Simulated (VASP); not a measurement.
# AlN (Fm-3m) in VASP: single point with r2SCAN

Aim: the single point of AlN with r2SCAN.

Everything below comes from runs of VASP 6.6.1. Logs are shortened: lines on timing, memory, paths and dates and some standing lists are left out, and cuts for length are marked.

## (1) The cell of the first run

It takes space group Fm-3m (No. 225, cubic). The conventional cell has a = 4.038 Å, b = 4.038 Å, c = 4.038 Å, α = 90.00°, β = 90.00°, γ = 90.00°. Within 2.7 Å of Al (site symmetry m-3m) lie 6 N at 2.02 Å. N (site symmetry m-3m) has 6 Al at 2.02 Å within 2.7 Å.

## (2) Single point, r2SCAN

POSCAR reads:

```
AlN
1.0
    0.0000000000      2.0188685257      2.0188685257
    2.0188685257      0.0000000000      2.0188685257
    2.0188685257      2.0188685257      0.0000000000
Al N
1 1
Direct
    0.5000000000      0.5000000000      0.5000000000
    0.0000000000      0.0000000000      0.0000000000
```

INCAR.step1 reads:

```
  ALGO = Normal
  EDIFF = 1E-5
  ENCUT = 660
  GGA = PE
  GGA_COMPAT = False
  ISMEAR = 0
  LASPH = True
  LCHARG = False
  LREAL = False
  LWAVE = True
  NBANDS = 11
  NELM = 120
  PREC = Accurate
  SIGMA = 0.02
```

INCAR.step2 reads:

```
  ALGO = Normal
  EDIFF = 1E-6
  ENCUT = 660
  GGA_COMPAT = False
  ISIF = 2
  ISMEAR = 0
  ISTART = 1
  LASPH = True
  LCHARG = False
  LMIXTAU = True
  LREAL = False
  LWAVE = False
  METAGGA = R2SCAN
  NBANDS = 11
  NELM = 120
  PREC = Accurate
  SIGMA = 0.02
```

KPOINTS reads:

```
k-points
0
Gamma
  10 10 10
```

Potentials or basis: VASP PAW PBE potentials, release 64 (Al, N).

On the command line:

```console
> cat potpaw_PBE.64/Al/POTCAR potpaw_PBE.64/N/POTCAR > POTCAR
> cp INCAR.step1 INCAR
> mpirun -np 1 vasp_std > vasp.out
> cp INCAR.step2 INCAR
> mpirun -np 1 vasp_std > vasp.out
```

OUTCAR:

```text
EDIFF = 1E-6
   ENCUT = 660
   ISIF = 2
   ISMEAR = 0
   ISTART = 1
   LASPH = True
   LREAL = False
   METAGGA = R2SCAN
   NELM = 120
   PREC = Accurate

 ion  position               nearest neighbor table
   1  0.500  0.500  0.500-   2 2.02   2 2.02   2 2.02   2 2.02   2 2.02   2 2.02
   2  0.000  0.000  0.000-   1 2.02   1 2.02   1 2.02   1 2.02   1 2.02   1 2.02

  LATTYP: Found a face centered cubic cell.
 ALAT       =     4.0377370514

  Lattice vectors:

 A1 = (   0.0000000000,   2.0188685257,   2.0188685257)
 A2 = (   2.0188685257,   0.0000000000,   2.0188685257)
 A3 = (   2.0188685257,   2.0188685257,   0.0000000000)

Analysis of symmetry for initial positions (statically):
=====================================================================
 Subroutine PRICEL returns:
 Original cell was already a primitive cell.

 Routine SETGRP: Setting up the symmetry group for a
 face centered cubic supercell.

 Subroutine GETGRP returns: Found 48 space group operations
 (whereof 48 operations were pure point group operations)
 out of a pool of 48 trial point group operations.

The static configuration has the point symmetry O_h .

Analysis of symmetry for dynamics (positions and initial velocities):
=====================================================================
 Subroutine PRICEL returns:
 Original cell was already a primitive cell.

 Routine SETGRP: Setting up the symmetry group for a
 face centered cubic supercell.

 Subroutine GETGRP returns: Found 48 space group operations
 (whereof 48 operations were pure point group operations)
 out of a pool of 48 trial point group operations.

The dynamic configuration has the point symmetry O_h .

 Subroutine INISYM returns: Found 48 space group operations
 (whereof 48 operations are pure point group operations),
 and found     1 'primitive' translations

----------------------------------------------------------------------------------------

                                     Primitive cell

  volume of cell :      16.4571

  direct lattice vectors                    reciprocal lattice vectors
     0.000000000  2.018868526  2.018868526    -0.247663478  0.247663478  0.247663478
     2.018868526  0.000000000  2.018868526     0.247663478 -0.247663478  0.247663478
     2.018868526  2.018868526  0.000000000     0.247663478  0.247663478 -0.247663478

  length of vectors
     2.855111250  2.855111250  2.855111250     0.428965726  0.428965726  0.428965726

  position of ions in fractional coordinates (direct lattice)
     0.500000000  0.500000000  0.500000000
     0.000000000  0.000000000  0.000000000

  ion indices of the primitive-cell ions
   primitive index   ion index
                 1           1
                 2           2

----------------------------------------------------------------------------------------

 KPOINTS: k-points

Automatic generation of k-mesh.
 Grid dimensions read from file:
 generate k-points for:   10   10   10

 Generating k-lattice:

  Cartesian coordinates                     Fractional coordinates (reciprocal lattice)
    -0.024766348  0.024766348  0.024766348     0.100000000  0.000000000  0.000000000
     0.024766348 -0.024766348  0.024766348     0.000000000  0.100000000  0.000000000
     0.024766348  0.024766348 -0.024766348     0.000000000  0.000000000  0.100000000

  Length of vectors
     0.042896573  0.042896573  0.042896573

  Shift w.r.t. Gamma in fractional coordinates (k-lattice)
     0.000000000  0.000000000  0.000000000

 Subroutine IBZKPT returns following result:
 ===========================================

 Found     47 irreducible k-points:

 Following reciprocal coordinates:
            Coordinates               Weight
  0.000000  0.000000  0.000000      1.000000
  0.100000  0.000000  0.000000      8.000000
  0.200000  0.000000  0.000000      8.000000
  0.300000  0.000000  0.000000      8.000000
  0.400000  0.000000  0.000000      8.000000
  0.500000  0.000000  0.000000      4.000000
[... 16 lines left out ...]
  0.300000  0.300000  0.000000      6.000000
  0.400000  0.300000  0.000000     24.000000
 [... further k-points ...]
   k-points           NKPTS =     47   k-points in BZ     NKDIM =     47   number of bands    NBANDS=     11
   number of dos      NEDOS =    301   number of ions     NIONS =      2
   total plane-waves  NPLWV =  13824
   dimension x,y,z NGX =    24 NGY =   24 NGZ =   24
   dimension x,y,z NGXF=    48 NGYF=   48 NGZF=   48
   ions per type =               1   1
   NGX,Y,Z   is equivalent  to a cutoff of  13.97, 13.97, 13.97 a.u.
   NGXF,Y,Z  is equivalent  to a cutoff of  27.95, 27.95, 27.95 a.u.
 SYSTEM =  unknown system
   PREC   = accura    normal or accurate (medium, high low for compatibility)
   ISTART =      1    job   : 0-new  1-cont  2-samecut
   ICHARG =      0    charge: 1-file 2-atom 10-const
   ISPIN  =      1    spin polarized calculation?
   LNONCOLLINEAR =      F non collinear calculations
   LSORBIT =      F    spin-orbit coupling
   LASPH  =      T    aspherical Exc in radial PAW
   ENCUT  =  660.0 eV  48.51 Ry    6.96 a.u.   5.98  5.98  5.98*2*pi/ulx,y,z
   NELM   =    120;   NELMIN=  2; NELMDL=  0     # of ELM steps
   EDIFF  = 0.1E-05   stopping-criterion for ELM
   LREAL  =      F    real-space projection
   EDIFFG = 0.1E-04   stopping-criterion for IOM
   NSW    =      0    number of steps for IOM
   IBRION =     -1    ionic relax: 0-MD 1-quasi-New 2-CG
   NFREE  =      0    steps in history (QN), initial steepest desc. (CG)
   ISIF   =      2    stress and relaxation
   ISYM   =      2    0-nonsym 1-usesym 2-fastsym
   POTIM  = 0.5000    time-step for ionic-motion
   TEBEG  =    0.0;   TEEND  =   0.0 temperature during run
   PSTRESS=    0.0 pullay stress
   NELECT =       8.0000    total number of electrons
   NUPDOWN=      -1.0000    fix difference up-down
   EMIN   =  10.00;   EMAX   =-10.00  energy-range for DOS
   EFERMI =   0.00;   METHOD = LEGACY
   ISMEAR =     0;   SIGMA  =   0.02  broadening in eV -4-tet -1-fermi 0-gaus
   EFERMI_NEDOS =   21; number of points for ismear=-14 and -15
   IALGO  =     38    algorithm
   IMIX   =      4    mixing-type and parameters
     AMIX     =   0.40;   BMIX     =  1.00
     AMIX_MAG =   1.60;   BMIX_MAG =  1.00
  volume/ion in A,a.u.               =       8.23        55.53
  Fermi-wavevector in a.u.,A,eV,Ry     =   1.287222  2.432497 22.544044  1.656941
  Thomas-Fermi vector in A             =   2.419249
   LORBIT       =      0    0 simple, 1 ext, 2 COOP (PROOUT), +10 PAW based schemes
   METAGGA = R2SCAN    functional components
   LHFCALC =     F    Hartree Fock is set to
   AEXX    =    0.0000 exact exchange contribution
   IVDW    =     0    specifies the selected vdW correction
   LEPSILON=     F    determine dielectric tensor
   LRPA    =     F    only Hartree local field effects (RPA)
 non-spin polarized calculation
 Gauss-broadening in eV      SIGMA  =   0.02
  energy-cutoff  :      660.00
  volume of cell :       16.46
 maximum number of plane-waves:       644
   NGX = 11   NGY = 11   NGZ = 11

 number of electron       7.9999999 magnetization

 Free energy of the ion-electron system (eV)
  ---------------------------------------------------
  ext. energy  EPLUGINS =         0.00000000
  ---------------------------------------------------
  free energy    TOTEN  =       -18.89629628 eV

  energy without entropy =      -18.89629628  energy(sigma->0) =      -18.89629628

 E-fermi :   9.9195     XC(G=0): -12.8985

 val. band max:        9.8265647981   @ k =   0.0000   0.0000   0.0000
 cond. band min:      15.3534503426   @ k =   0.5000   0.5000   0.0000
 fundamental gap:      5.5268855445
 Fermi energy:         9.9194731328

 k-point     1 :       0.0000    0.0000    0.0000
  band No.  band energies     occupation
      1      -8.6127      2.00000
      2       9.8266      2.00000
      3       9.8266      2.00000
      4       9.8266      2.00000
      5      16.4061      0.00000
      6      22.7523      0.00000
      7      22.7523      0.00000
      8      22.7523      0.00000
      9      28.4354      0.00000
     10      28.4354      0.00000
     11      28.5529      0.00000

 k-point     2 :       0.1000    0.0000    0.0000
  band No.  band energies     occupation
      1      -8.4032      2.00000
      2       8.7960      2.00000
      3       9.6948      2.00000
      4       9.6948      2.00000
      5      17.0354      0.00000
      6      21.9298      0.00000
      7      23.0781      0.00000
      8      23.0781      0.00000
      9      27.0765      0.00000
     10      27.0765      0.00000
     11      29.6252      0.00000

 k-point     3 :       0.2000    0.0000    0.0000
  band No.  band energies     occupation
      1      -7.7958      2.00000
      2       6.5934      2.00000
      3       9.3747      2.00000
      4       9.3747      2.00000
      5      17.6589      0.00000
      6      21.5705      0.00000
      7      23.3491      0.00000
      8      23.3491      0.00000
      9      26.4790      0.00000
     10      26.4791      0.00000
     11      28.9725      0.00000

 k-point     4 :       0.3000    0.0000    0.0000
  band No.  band energies     occupation
      1      -6.8724      2.00000
      2       4.1973      2.00000
      3       9.0193      2.00000
      4       9.0193      2.00000
      5      17.3372      0.00000
      6      22.6693      0.00000
      7      22.6693      0.00000
      8      22.7101      0.00000
      9      28.0257      0.00000
     10      28.0257      0.00000
     11      28.0918      0.00000

 k-point     5 :       0.4000    0.0000    0.0000
  band No.  band energies     occupation
      1      -5.8645      2.00000
      2       2.2074      2.00000
      3       8.7574      2.00000
      4       8.7574      2.00000
      5      16.9181      0.00000
      6      22.0070      0.00000
      7      22.0070      0.00000
      8      24.0105      0.00000
      9      27.5077      0.00000
     10      30.4126      0.00000
     11      30.4126      0.00000
[... 211 lines left out ...]
 k-point    21 :      -0.3000    0.2000    0.0000
  band No.  band energies     occupation
      1      -5.6490      2.00000
      2       3.3072      2.00000
      3       6.0670      2.00000
      4       8.6183      2.00000
      5      18.9452      0.00000
      6      20.7408      0.00000
      7      22.4121      0.00000
      8      23.2147      0.00000
      9      27.8703      0.00000
     10      30.4465      0.00000
     11      32.2163      0.00000

 k-point    22 :      -0.2000    0.2000    0.0000
  band No.  band energies     occupation
      1      -6.5740      2.00000
      2       4.7366      2.00000
      3       6.8157      2.00000
      4       9.0757      2.00000
      5      19.4278      0.00000
      6      20.7543      0.00000
      7      21.7597      0.00000
      8      23.4345      0.00000
      9      25.7538      0.00000
     10      30.2474      0.00000
     11      31.9951      0.00000

 k-point    23 :       0.3000    0.3000    0.0000
  band No.  band energies     occupation
      1      -6.3284      2.00000
      2       4.8457      2.00000
      3       7.7264      2.00000
      4       7.7264      2.00000
      5      17.2460      0.00000
      6      17.6628      0.00000
      7      22.7500      0.00000
      8      26.7268      0.00000
      9      26.7268      0.00000
     10      31.2897      0.00000
     11      35.5324      0.00000

 k-point    24 :       0.4000    0.3000    0.0000
  band No.  band energies     occupation
      1      -5.5757      2.00000
      2       3.7888      2.00000
      3       6.9453      2.00000
      4       7.4558      2.00000
      5      16.8317      0.00000
      6      17.5635      0.00000
      7      23.2222      0.00000
      8      26.6956      0.00000
      9      27.5768      0.00000
     10      32.7553      0.00000
     11      36.2191      0.00000

 [... further k-points ...]

------------------------ aborting loop because EDIFF is reached ----------------------------------------

  FORCE on cell =-STRESS in cart. coord.  units (eV):
  Direction    XX          YY          ZZ          XY          YZ          ZX
  --------------------------------------------------------------------------------------
  -------------------------------------------------------------------------------------
  Total       -0.0727954     -0.0727954     -0.0727954     -0.0000000     -0.0000000      0.0000000
  in kB       -7.0869679     -7.0869679     -7.0869679     -0.0000000     -0.0000000      0.0000000
  external PRESSURE =      -7.0869679 kB  Pullay stress =       0.0000000 kB

 VOLUME and BASIS-vectors are now :
 -----------------------------------------------------------------------------
  energy-cutoff  :      660.00
  volume of cell :       16.46
      direct lattice vectors                 reciprocal lattice vectors
     0.000000000  2.018868526  2.018868526    -0.247663478  0.247663478  0.247663478
     2.018868526  0.000000000  2.018868526     0.247663478 -0.247663478  0.247663478
     2.018868526  2.018868526  0.000000000     0.247663478  0.247663478 -0.247663478

 POSITION                                       TOTAL-FORCE (eV/Angst)
 -----------------------------------------------------------------------------------
      2.01887      2.01887      2.01887         0.000000     -0.000000      0.000000
      0.00000      0.00000      0.00000        -0.000000      0.000000     -0.000000
 -----------------------------------------------------------------------------------
    total drift:                                0.000000     -0.000000     -0.000000

  FREE ENERGIE OF THE ION-ELECTRON SYSTEM (eV)
  ---------------------------------------------------
  free  energy   TOTEN  =       -18.8962962813 eV

  energy  without entropy=      -18.8962962813  energy(sigma->0) =      -18.89629628
```

Wall time 45 s (1 thread of AMD EPYC 7R43 (Zen 3), shared host); peak memory 0.11 GiB.

Results:

| Property | Result |
| --- | --- |
| Free energy | -18.8963 eV |
| Pressure | -0.7 GPa |
| Band gap on the k mesh | 5.53 eV (least direct gap 6.58 eV) |

Caveat: the PAW data sets were made with another functional, which shifts forces and pressure a little. A k mesh can miss the band edges.
